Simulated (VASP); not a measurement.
# MnAs (P6_3/mmc) in VASP: single point with PBE

Aim: the single point of MnAs with PBE.

Program: VASP 6.6.1. These are calculated values, not measurements. Logs are shortened: lines on timing, memory, paths and dates and some standing lists are left out, and cuts for length are marked.

## Step 1: The cell of the first run

It takes space group P6_3/mmc (No. 194, hexagonal). The conventional cell has a = 3.655 Å, b = 3.655 Å, c = 5.503 Å, α = 90.00°, β = 90.00°, γ = 120.00°. Within 3.3 Å of Mn (site symmetry -3m) lie 6 As at 2.52 Å and 2 Mn at 2.75 Å. As (site symmetry -6m2) has 6 Mn at 2.52 Å within 3.3 Å.

## Step 2: Single point, PBE, collinear spin

INCAR

```
SYSTEM = MnAs
ALGO = Normal
EDIFF = 1E-6
ENCUT = 520
GGA = PE
ISIF = 2
ISMEAR = 0
ISPIN = 2
LASPH = .TRUE.
LCHARG = .FALSE.
LMAXMIX = 4
LORBIT = 11
LREAL = .FALSE.
LWAVE = .FALSE.
MAGMOM = 3.09 3.09 -0.12 -0.12
NBANDS = 30
NELM = 150
PREC = Accurate
SIGMA = 0.1
```

KPOINTS

```
k-points
0
G
  12 12 8
  0 0 0
```

POSCAR

```
MnAs
1.0
    3.6552644837      0.0000000000      0.0000000000
   -1.8276322419      3.1655519004      0.0000000000
    0.0000000000      0.0000000000      5.5027588954
Mn As
2 2
Direct
    0.0000000000      0.0000000000      0.0000000000
    0.0000000000      0.0000000000      0.5000000000
    0.3333333333      0.6666666667      0.2500000000
    0.6666666667      0.3333333333      0.7500000000
```

Potentials or basis: VASP PAW PBE potentials, release 64 (Mn_pv, As).

Command:

```sh
$ cat potpaw_PBE.64/Mn_pv/POTCAR potpaw_PBE.64/As/POTCAR > POTCAR
$ mpirun -np 1 vasp_std > vasp.out
```

OUTCAR:

```text
SYSTEM = MnAs
   EDIFF = 1E-6
   ENCUT = 520
   GGA = PE
   ISIF = 2
   ISMEAR = 0
   ISPIN = 2
   LASPH = .TRUE.
   LORBIT = 11
   LREAL = .FALSE.
   NELM = 150
   PREC = Accurate

 ion  position               nearest neighbor table
   1  0.000  0.000  0.000-   3 2.52   4 2.52   3 2.52   4 2.52   4 2.52   3 2.52   2 2.75   2 2.75

   2  0.000  0.000  0.500-   3 2.52   4 2.52   3 2.52   4 2.52   4 2.52   3 2.52   1 2.75   1 2.75

   3  0.333  0.667  0.250-   1 2.52   2 2.52   1 2.52   2 2.52   1 2.52   2 2.52
   4  0.667  0.333  0.750-   1 2.52   2 2.52   1 2.52   2 2.52   1 2.52   2 2.52

  LATTYP: Found a hexagonal cell.
 ALAT       =     3.6552644837
 C/A-ratio  =     1.5054338530

  Lattice vectors:

 A1 = (   3.6552644837,   0.0000000000,   0.0000000000)
 A2 = (  -1.8276322419,   3.1655519004,   0.0000000000)
 A3 = (   0.0000000000,   0.0000000000,   5.5027588954)

Analysis of symmetry for initial positions (statically):
=====================================================================
 Subroutine PRICEL returns:
 Original cell was already a primitive cell.

 Routine SETGRP: Setting up the symmetry group for a
 hexagonal supercell.

 Subroutine GETGRP returns: Found 24 space group operations
 (whereof 12 operations were pure point group operations)
 out of a pool of 24 trial point group operations.

The static configuration has the point symmetry D_3d.
 The point group associated with its full space group is D_6h.

Analysis of symmetry for dynamics (positions and initial velocities):
=====================================================================
 Subroutine PRICEL returns:
 Original cell was already a primitive cell.

 Routine SETGRP: Setting up the symmetry group for a
 hexagonal supercell.

 Subroutine GETGRP returns: Found 24 space group operations
 (whereof 12 operations were pure point group operations)
 out of a pool of 24 trial point group operations.

The dynamic configuration has the point symmetry D_3d.
 The point group associated with its full space group is D_6h.

Analysis of structural, dynamic, and magnetic symmetry:
=====================================================================
 Subroutine PRICEL returns:
 Original cell was already a primitive cell.

 Routine SETGRP: Setting up the symmetry group for a
 hexagonal supercell.

 Subroutine GETGRP returns: Found 24 space group operations
 (whereof 12 operations were pure point group operations)
 out of a pool of 24 trial point group operations.

The overall configuration has the point symmetry D_3d.
 The point group associated with its full space group is D_6h.

 Subroutine INISYM returns: Found 24 space group operations
 (whereof 12 operations are pure point group operations),
 and found     1 'primitive' translations

----------------------------------------------------------------------------------------

                                     Primitive cell

  volume of cell :      63.6720

  direct lattice vectors                    reciprocal lattice vectors
     3.655264484  0.000000000  0.000000000     0.273578015  0.157950340  0.000000000
    -1.827632242  3.165551900  0.000000000     0.000000000  0.315900681  0.000000000
     0.000000000  0.000000000  5.502758895     0.000000000  0.000000000  0.181727024

  length of vectors
     3.655264484  3.655264484  5.502758895     0.315900681  0.315900681  0.181727024

  position of ions in fractional coordinates (direct lattice)
     0.000000000  0.000000000  0.000000000
     0.000000000  0.000000000  0.500000000
     0.333333333  0.666666667  0.250000000
     0.666666667  0.333333333  0.750000000

  ion indices of the primitive-cell ions
   primitive index   ion index
                 1           1
                 2           2
                 3           3
                 4           4

----------------------------------------------------------------------------------------

 KPOINTS: k-points

Automatic generation of k-mesh.
 Grid dimensions read from file:
 generate k-points for:   12   12    8

 Generating k-lattice:

  Cartesian coordinates                     Fractional coordinates (reciprocal lattice)
     0.022798168  0.013162528  0.000000000     0.083333333  0.000000000  0.000000000
     0.000000000  0.026325057  0.000000000     0.000000000  0.083333333  0.000000000
     0.000000000  0.000000000  0.022715878     0.000000000  0.000000000  0.125000000

  Length of vectors
     0.026325057  0.026325057  0.022715878

  Shift w.r.t. Gamma in fractional coordinates (k-lattice)
     0.000000000  0.000000000  0.000000000

 Subroutine IBZKPT returns following result:
 ===========================================

 Found     95 irreducible k-points:

 Following reciprocal coordinates:
            Coordinates               Weight
  0.000000  0.000000  0.000000      1.000000
  0.083333  0.000000  0.000000      6.000000
  0.166667  0.000000  0.000000      6.000000
  0.250000  0.000000  0.000000      6.000000
  0.333333  0.000000  0.000000      6.000000
  0.416667  0.000000  0.000000      6.000000
[... 16 lines left out ...]
  0.250000  0.000000  0.125000     12.000000
  0.333333  0.000000  0.125000     12.000000
 [... further k-points ...]
   k-points           NKPTS =     95   k-points in BZ     NKDIM =     95   number of bands    NBANDS=     30
   number of dos      NEDOS =    301   number of ions     NIONS =      4
   total plane-waves  NPLWV =  32928
   dimension x,y,z NGX =    28 NGY =   28 NGZ =   42
   dimension x,y,z NGXF=    56 NGYF=   56 NGZF=   84
   ions per type =               2   2
   NGX,Y,Z   is equivalent  to a cutoff of  12.73, 12.73, 12.69 a.u.
   NGXF,Y,Z  is equivalent  to a cutoff of  25.47, 25.47, 25.38 a.u.
 SYSTEM =  MnAs
   PREC   = accura    normal or accurate (medium, high low for compatibility)
   ISTART =      0    job   : 0-new  1-cont  2-samecut
   ICHARG =      2    charge: 1-file 2-atom 10-const
   ISPIN  =      2    spin polarized calculation?
   LNONCOLLINEAR =      F non collinear calculations
   LSORBIT =      F    spin-orbit coupling
   LASPH  =      T    aspherical Exc in radial PAW
   ENCUT  =  520.0 eV  38.22 Ry    6.18 a.u.   6.80  6.80 10.23*2*pi/ulx,y,z
   NELM   =    150;   NELMIN=  2; NELMDL= -5     # of ELM steps
   EDIFF  = 0.1E-05   stopping-criterion for ELM
   LREAL  =      F    real-space projection
   EDIFFG = 0.1E-04   stopping-criterion for IOM
   NSW    =      0    number of steps for IOM
   IBRION =     -1    ionic relax: 0-MD 1-quasi-New 2-CG
   NFREE  =      0    steps in history (QN), initial steepest desc. (CG)
   ISIF   =      2    stress and relaxation
   ISYM   =      2    0-nonsym 1-usesym 2-fastsym
   POTIM  = 0.5000    time-step for ionic-motion
   TEBEG  =    0.0;   TEEND  =   0.0 temperature during run
   PSTRESS=    0.0 pullay stress
   NELECT =      36.0000    total number of electrons
   NUPDOWN=      -1.0000    fix difference up-down
   EMIN   =  10.00;   EMAX   =-10.00  energy-range for DOS
   EFERMI =   0.00;   METHOD = LEGACY
   ISMEAR =     0;   SIGMA  =   0.10  broadening in eV -4-tet -1-fermi 0-gaus
   EFERMI_NEDOS =   21; number of points for ismear=-14 and -15
   IALGO  =     38    algorithm
   IMIX   =      4    mixing-type and parameters
     AMIX     =   0.40;   BMIX     =  1.00
     AMIX_MAG =   1.60;   BMIX_MAG =  1.00
  volume/ion in A,a.u.               =      15.92       107.42
  Fermi-wavevector in a.u.,A,eV,Ry     =   1.353711  2.558144 24.933146  1.832535
  Thomas-Fermi vector in A             =   2.480944
   LORBIT       =     11    0 simple, 1 ext, 2 COOP (PROOUT), +10 PAW based schemes
   GGA     = PE    functional components
   LHFCALC =     F    Hartree Fock is set to
   AEXX    =    0.0000 exact exchange contribution
   IVDW    =     0    specifies the selected vdW correction
   LEPSILON=     F    determine dielectric tensor
   LRPA    =     F    only Hartree local field effects (RPA)
 spin polarized calculation
 Gauss-broadening in eV      SIGMA  =   0.10
  energy-cutoff  :      520.00
  volume of cell :       63.67
 maximum number of plane-waves:      1736
 NGX is ok and might be reduce to    28
   NGX = 13   NGY = 13   NGZ = 21

 number of electron      35.9999981 magnetization       5.6781901

 Free energy of the ion-electron system (eV)
  ---------------------------------------------------
  ext. energy  EPLUGINS =         0.00000000
  ---------------------------------------------------
  free energy    TOTEN  =       -28.28216206 eV

  energy without entropy =      -28.26906889  energy(sigma->0) =      -28.27561547

 E-fermi :   7.4749     XC(G=0): -11.4820

 val. band max:        7.4695614631   @ k =   0.3333   0.2500   0.3750
 cond. band min:       7.4759783330   @ k =   0.4167   0.0000   0.1250
 fundamental gap:      0.0064168699
 Fermi energy:         7.4749203348

 spin component 1

 k-point     1 :       0.0000    0.0000    0.0000
  band No.  band energies     occupation
      1     -42.2856      1.00000
      2     -42.2856      1.00000
      3     -42.2715      1.00000
      4     -42.2715      1.00000
      5     -42.0934      1.00000
      6     -41.9531      1.00000
[... 781 lines left out ...]
     29      17.3205      0.00000
     30      17.6590      0.00000

 [... further k-points ...]

 spin component 2

 k-point     1 :       0.0000    0.0000    0.0000
  band No.  band energies     occupation
      1     -39.1682      1.00000
      2     -39.1540      1.00000
      3     -39.1540      1.00000
      4     -39.1373      1.00000
      5     -39.1373      1.00000
      6     -39.0072      1.00000
[... 781 lines left out ...]
     29      17.6461      0.00000
     30      17.9703      0.00000

 [... further k-points ...]

------------------------ aborting loop because EDIFF is reached ----------------------------------------

  FORCE on cell =-STRESS in cart. coord.  units (eV):
  Direction    XX          YY          ZZ          XY          YZ          ZX
  --------------------------------------------------------------------------------------
  -------------------------------------------------------------------------------------
  Total        0.0581823      0.0581823      0.0691565     -0.0000000      0.0000000     -0.0000000
  in kB        1.4640404      1.4640404      1.7401825     -0.0000000      0.0000000     -0.0000000
  external PRESSURE =       1.5560877 kB  Pullay stress =       0.0000000 kB

 VOLUME and BASIS-vectors are now :
 -----------------------------------------------------------------------------
  energy-cutoff  :      520.00
  volume of cell :       63.67
      direct lattice vectors                 reciprocal lattice vectors
     3.655264484  0.000000000  0.000000000     0.273578015  0.157950340  0.000000000
    -1.827632242  3.165551900  0.000000000     0.000000000  0.315900681  0.000000000
     0.000000000  0.000000000  5.502758895     0.000000000  0.000000000  0.181727024

 POSITION                                       TOTAL-FORCE (eV/Angst)
 -----------------------------------------------------------------------------------
      0.00000      0.00000      0.00000        -0.000000      0.000000      0.000000
      0.00000      0.00000      2.75138        -0.000000      0.000000      0.000000
     -0.00000      2.11037      1.37569        -0.000000     -0.000000     -0.000000
      1.82763      1.05518      4.12707         0.000000      0.000000     -0.000000
 -----------------------------------------------------------------------------------
    total drift:                               -0.000000      0.000000      0.000000

  FREE ENERGIE OF THE ION-ELECTRON SYSTEM (eV)
  ---------------------------------------------------
  free  energy   TOTEN  =       -28.2821620563 eV

  energy  without entropy=      -28.2690688898  energy(sigma->0) =      -28.27561547

 total charge

# of ion       s       p       d       tot
------------------------------------------
    1        0.293   6.268   5.115  11.675
    2        0.293   6.268   5.115  11.675
    3        1.216   1.536   0.061   2.814
    4        1.216   1.536   0.061   2.814
--------------------------------------------------
tot          3.018  15.607  10.353  28.979

 magnetization (x)

# of ion       s       p       d       tot
------------------------------------------
    1        0.032   0.024   2.853   2.909
    2        0.032   0.024   2.853   2.909
    3        0.001  -0.126   0.007  -0.118
    4        0.001  -0.126   0.007  -0.118
--------------------------------------------------
tot          0.066  -0.204   5.720   5.582
```

Run time: 4.4 min. Hardware: 1 thread of Intel Xeon Platinum 8488C (Sapphire Rapids), shared host; peak memory 0.39 GiB.

Results:

| Quantity | Value |
| --- | --- |
| Free energy | -28.2822 eV |
| Pressure | 0.2 GPa |
| Net moment | 5.68 μB per cell |
| Site moments | Mn +2.91; As -0.12 μB |
| Valence electrons inside the program's atomic spheres | Mn 11.68; As 2.81 |
